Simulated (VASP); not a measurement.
# C (P6_3/mmc) in VASP: single point with PBE

Aim: the single point of C with PBE.

Program: VASP 6.6.1. These are calculated values, not measurements. Logs are shortened: lines on timing, memory, paths and dates and some standing lists are left out, and cuts for length are marked.

**1. The cell of the first run**

It takes space group P6_3/mmc (No. 194, hexagonal). The conventional cell has a = 2.100 Å, b = 2.100 Å, c = 3.403 Å, α = 90.00°, β = 90.00°, γ = 120.00°. Within 2.8 Å of C (site symmetry -6m2) lie 12 C at 2.09 to 2.10 Å.

**2. Single point, PBE**

File INCAR:

```
  ALGO = Normal
  EDIFF = 1E-6
  ENCUT = 520
  GGA = PE
  ISIF = 2
  ISMEAR = -1
  LASPH = True
  LCHARG = False
  LREAL = False
  LWAVE = False
  NBANDS = 11
  NELM = 80
  PREC = Accurate
  SIGMA = 0.05
```

File KPOINTS:

```
k-points
0
Gamma
  16 16 9
```

File POSCAR:

```
C
1.0
    2.1003865828      0.0000000000      0.0000000000
   -1.0501932914      1.8189881384      0.0000000000
    0.0000000000      0.0000000000      3.4026262641
C
2
Direct
    0.3333333333      0.6666666667      0.2500000000
    0.6666666667      0.3333333333      0.7500000000
```

Potentials or basis: VASP PAW PBE potentials, release 64 (C).

The run is started by

```
> cat potpaw_PBE.64/C/POTCAR > POTCAR
> mpirun -np 1 vasp_std > vasp.out
```

OUTCAR:

```text
EDIFF = 1E-6
   ENCUT = 520
   GGA = PE
   ISIF = 2
   ISMEAR = -1
   LASPH = True
   LREAL = False
   NELM = 80
   PREC = Accurate

 ion  position               nearest neighbor table
   1  0.333  0.667  0.250-
   2  0.667  0.333  0.750-

  LATTYP: Found a hexagonal cell.
 ALAT       =     2.1003865828
 C/A-ratio  =     1.6200000000

  Lattice vectors:

 A1 = (   2.1003865828,   0.0000000000,   0.0000000000)
 A2 = (  -1.0501932914,   1.8189881384,   0.0000000000)
 A3 = (   0.0000000000,   0.0000000000,   3.4026262641)

Analysis of symmetry for initial positions (statically):
=====================================================================
 Subroutine PRICEL returns:
 Original cell was already a primitive cell.

 Routine SETGRP: Setting up the symmetry group for a
 hexagonal supercell.

 Subroutine GETGRP returns: Found 24 space group operations
 (whereof 12 operations were pure point group operations)
 out of a pool of 24 trial point group operations.

The static configuration has the point symmetry D_3d.
 The point group associated with its full space group is D_6h.

Analysis of symmetry for dynamics (positions and initial velocities):
=====================================================================
 Subroutine PRICEL returns:
 Original cell was already a primitive cell.

 Routine SETGRP: Setting up the symmetry group for a
 hexagonal supercell.

 Subroutine GETGRP returns: Found 24 space group operations
 (whereof 12 operations were pure point group operations)
 out of a pool of 24 trial point group operations.

The dynamic configuration has the point symmetry D_3d.
 The point group associated with its full space group is D_6h.

 Subroutine INISYM returns: Found 24 space group operations
 (whereof 12 operations are pure point group operations),
 and found     1 'primitive' translations

----------------------------------------------------------------------------------------

                                     Primitive cell

  volume of cell :      13.0000

  direct lattice vectors                    reciprocal lattice vectors
     2.100386583  0.000000000  0.000000000     0.476102832  0.274878098  0.000000000
    -1.050193291  1.818988138  0.000000000     0.000000000  0.549756196  0.000000000
     0.000000000  0.000000000  3.402626264     0.000000000  0.000000000  0.293890637

  length of vectors
     2.100386583  2.100386583  3.402626264     0.549756196  0.549756196  0.293890637

  position of ions in fractional coordinates (direct lattice)
     0.333333333  0.666666667  0.250000000
     0.666666667  0.333333333  0.750000000

  ion indices of the primitive-cell ions
   primitive index   ion index
                 1           1
                 2           2

----------------------------------------------------------------------------------------

 KPOINTS: k-points

Automatic generation of k-mesh.
 Grid dimensions read from file:
 generate k-points for:   16   16    9

 Generating k-lattice:

  Cartesian coordinates                     Fractional coordinates (reciprocal lattice)
     0.029756427  0.017179881  0.000000000     0.062500000  0.000000000  0.000000000
     0.000000000  0.034359762  0.000000000     0.000000000  0.062500000  0.000000000
     0.000000000  0.000000000  0.032654515     0.000000000  0.000000000  0.111111111

  Length of vectors
     0.034359762  0.034359762  0.032654515

  Shift w.r.t. Gamma in fractional coordinates (k-lattice)
     0.000000000  0.000000000  0.000000000

 Subroutine IBZKPT returns following result:
 ===========================================

 Found    150 irreducible k-points:

 Following reciprocal coordinates:
            Coordinates               Weight
  0.000000  0.000000  0.000000      1.000000
  0.062500  0.000000  0.000000      6.000000
  0.125000  0.000000  0.000000      6.000000
  0.187500  0.000000  0.000000      6.000000
  0.250000  0.000000  0.000000      6.000000
  0.312500  0.000000  0.000000      6.000000
[... 16 lines left out ...]
  0.187500  0.187500  0.000000      6.000000
  0.250000  0.187500  0.000000     12.000000
 [... further k-points ...]
   k-points           NKPTS =    150   k-points in BZ     NKDIM =    150   number of bands    NBANDS=     11
   number of dos      NEDOS =    301   number of ions     NIONS =      2
   total plane-waves  NPLWV =   7168
   dimension x,y,z NGX =    16 NGY =   16 NGZ =   28
   dimension x,y,z NGXF=    32 NGYF=   32 NGZF=   56
   ions per type =               2
   NGX,Y,Z   is equivalent  to a cutoff of  12.66, 12.66, 13.68 a.u.
   NGXF,Y,Z  is equivalent  to a cutoff of  25.33, 25.33, 27.36 a.u.
 SYSTEM =  unknown system
   PREC   = accura    normal or accurate (medium, high low for compatibility)
   ISTART =      0    job   : 0-new  1-cont  2-samecut
   ICHARG =      2    charge: 1-file 2-atom 10-const
   ISPIN  =      1    spin polarized calculation?
   LNONCOLLINEAR =      F non collinear calculations
   LSORBIT =      F    spin-orbit coupling
   LASPH  =      T    aspherical Exc in radial PAW
   ENCUT  =  520.0 eV  38.22 Ry    6.18 a.u.   3.91  3.91  6.33*2*pi/ulx,y,z
   NELM   =     80;   NELMIN=  2; NELMDL= -5     # of ELM steps
   EDIFF  = 0.1E-05   stopping-criterion for ELM
   LREAL  =      F    real-space projection
   EDIFFG = 0.1E-04   stopping-criterion for IOM
   NSW    =      0    number of steps for IOM
   IBRION =     -1    ionic relax: 0-MD 1-quasi-New 2-CG
   NFREE  =      0    steps in history (QN), initial steepest desc. (CG)
   ISIF   =      2    stress and relaxation
   ISYM   =      2    0-nonsym 1-usesym 2-fastsym
   POTIM  = 0.5000    time-step for ionic-motion
   TEBEG  =    0.0;   TEEND  =   0.0 temperature during run
   PSTRESS=    0.0 pullay stress
   NELECT =       8.0000    total number of electrons
   NUPDOWN=      -1.0000    fix difference up-down
   EMIN   =  10.00;   EMAX   =-10.00  energy-range for DOS
   EFERMI =   0.00;   METHOD = LEGACY
   ISMEAR =    -1;   SIGMA  =   0.05  broadening in eV -4-tet -1-fermi 0-gaus
   EFERMI_NEDOS =   21; number of points for ismear=-14 and -15
   IALGO  =     38    algorithm
   IMIX   =      4    mixing-type and parameters
     AMIX     =   0.40;   BMIX     =  1.00
     AMIX_MAG =   1.60;   BMIX_MAG =  1.00
  volume/ion in A,a.u.               =       6.50        43.86
  Fermi-wavevector in a.u.,A,eV,Ry     =   1.392485  2.631414 26.381875  1.939013
  Thomas-Fermi vector in A             =   2.516223
   LORBIT       =      0    0 simple, 1 ext, 2 COOP (PROOUT), +10 PAW based schemes
   GGA     = PE    functional components
   LHFCALC =     F    Hartree Fock is set to
   AEXX    =    0.0000 exact exchange contribution
   IVDW    =     0    specifies the selected vdW correction
   LEPSILON=     F    determine dielectric tensor
   LRPA    =     F    only Hartree local field effects (RPA)
 non-spin polarized calculation
  energy-cutoff  :      520.00
  volume of cell :       13.00
 maximum number of plane-waves:       360
 NGX is ok and might be reduce to    16
   NGX =  7   NGY =  7   NGZ = 13

 number of electron       8.0000000 magnetization

 Free energy of the ion-electron system (eV)
  ---------------------------------------------------
  ext. energy  EPLUGINS =         0.00000000
  ---------------------------------------------------
  free energy    TOTEN  =        -9.43470653 eV

  energy without entropy =       -9.42962653  energy(sigma->0) =       -9.43216653

 E-fermi :   9.1581     XC(G=0): -13.2647

 val. band max:        9.1474615186   @ k =   0.2500   0.0000   0.2222
 cond. band min:       9.1641671532   @ k =   0.2500   0.2500   0.3333
 fundamental gap:      0.0167056346
 Fermi energy:         9.1580898609

 k-point     1 :       0.0000    0.0000    0.0000
  band No.  band energies     occupation
      1     -11.1178      2.00000
      2      -0.5395      2.00000
      3      -0.4129      2.00000
      4      16.0373      0.00000
      5      16.0373      0.00000
      6      18.0354      0.00000
      7      18.0354      0.00000
      8      18.3447      0.00000
      9      34.9743      0.00000
     10      38.7970      0.00000
     11      39.1634      0.00000

 k-point     2 :       0.0625    0.0000    0.0000
  band No.  band energies     occupation
      1     -10.9691      2.00000
      2      -0.3864      2.00000
      3      -0.2896      2.00000
      4      15.4041      0.00000
      5      15.7374      0.00000
      6      17.8105      0.00000
      7      18.0380      0.00000
      8      18.2618      0.00000
      9      34.9680      0.00000
     10      36.3376      0.00000
     11      39.6030      0.00000

 k-point     3 :       0.1250    0.0000    0.0000
  band No.  band energies     occupation
      1     -10.5233      2.00000
      2       0.0708      2.00000
      3       0.0800      2.00000
      4      13.7216      0.00000
      5      15.0205      0.00000
      6      17.1097      0.00000
      7      17.9406      0.00000
      8      17.9894      0.00000
      9      33.2284      0.00000
     10      35.7985      0.00000
     11      38.4678      0.00000

 k-point     4 :       0.1875    0.0000    0.0000
  band No.  band energies     occupation
      1      -9.7817      2.00000
      2       0.6933      2.00000
      3       0.8247      2.00000
      4      11.3738      0.00000
      5      14.1485      0.00000
      6      15.9676      0.00000
      7      17.4556      0.00000
      8      17.6696      0.00000
      9      30.8715      0.00000
     10      35.1717      0.00000
     11      36.2208      0.00000
[... 239 lines left out ...]
 k-point    22 :       0.4375    0.1250    0.0000
  band No.  band energies     occupation
      1      -1.6797      2.00000
      2      -1.0483      2.00000
      3       7.1391      2.00000
      4       7.3178      2.00000
      5       7.7582      2.00000
      6       9.1334      1.24175
      7      11.1513      0.00000
      8      14.8345      0.00000
      9      26.0532      0.00000
     10      28.4221      0.00000
     11      38.1184      0.00000

 k-point    23 :       0.1875    0.1875    0.0000
  band No.  band energies     occupation
      1      -7.1306      2.00000
      2       2.8756      2.00000
      3       3.4392      2.00000
      4       7.4550      2.00000
      5       8.7909      1.99871
      6      14.2197      0.00000
      7      14.7928      0.00000
      8      15.2876      0.00000
      9      28.8667      0.00000
     10      31.8693      0.00000
     11      34.5052      0.00000

 k-point    24 :       0.2500    0.1875    0.0000
  band No.  band energies     occupation
      1      -5.6729      2.00000
      2       4.0607      2.00000
      3       4.8002      2.00000
      4       5.2586      2.00000
      5       7.5791      2.00000
      6      12.6674      0.00000
      7      14.0380      0.00000
      8      14.0437      0.00000
      9      26.8190      0.00000
     10      31.8318      0.00000
     11      35.7348      0.00000

 [... further k-points ...]
[... 5 lines left out ...]
  --------------------------------------------------------------------------------------
  -------------------------------------------------------------------------------------
  Total        0.8825029      0.8825029      1.3130937      0.0000000      0.0000000      0.0000000
  in kB      108.7635444    108.7635444    161.8314566      0.0000000      0.0000000      0.0000000
  external PRESSURE =     126.4528485 kB  Pullay stress =       0.0000000 kB

 VOLUME and BASIS-vectors are now :
 -----------------------------------------------------------------------------
  energy-cutoff  :      520.00
  volume of cell :       13.00
      direct lattice vectors                 reciprocal lattice vectors
     2.100386583  0.000000000  0.000000000     0.476102832  0.274878098  0.000000000
    -1.050193291  1.818988138  0.000000000     0.000000000  0.549756196  0.000000000
     0.000000000  0.000000000  3.402626264     0.000000000  0.000000000  0.293890637

 POSITION                                       TOTAL-FORCE (eV/Angst)
 -----------------------------------------------------------------------------------
     -0.00000      1.21266      0.85066         0.000000     -0.000000      0.000000
      1.05019      0.60633      2.55197        -0.000000      0.000000      0.000000
 -----------------------------------------------------------------------------------
    total drift:                               -0.000000      0.000000     -0.000000

  FREE ENERGIE OF THE ION-ELECTRON SYSTEM (eV)
  ---------------------------------------------------
  free  energy   TOTEN  =        -9.4347065329 eV

  energy  without entropy=       -9.4296265305  energy(sigma->0) =       -9.43216653
```

Run time: 7 s. Hardware: 1 thread of AMD EPYC 9R45 (Zen 5), shared host; peak memory 0.1 GiB.

Results:

* Free energy: -9.4347 eV
* Pressure: 12.6 GPa
* Band gap on the k mesh: zero (band 4 reaches 16.27 eV, above the bottom of band 5 at 4.69 eV)

Stress tensor (GPa, compression positive):
```
10.88  0.00  0.00
 0.00 10.88  0.00
 0.00  0.00 16.18
```
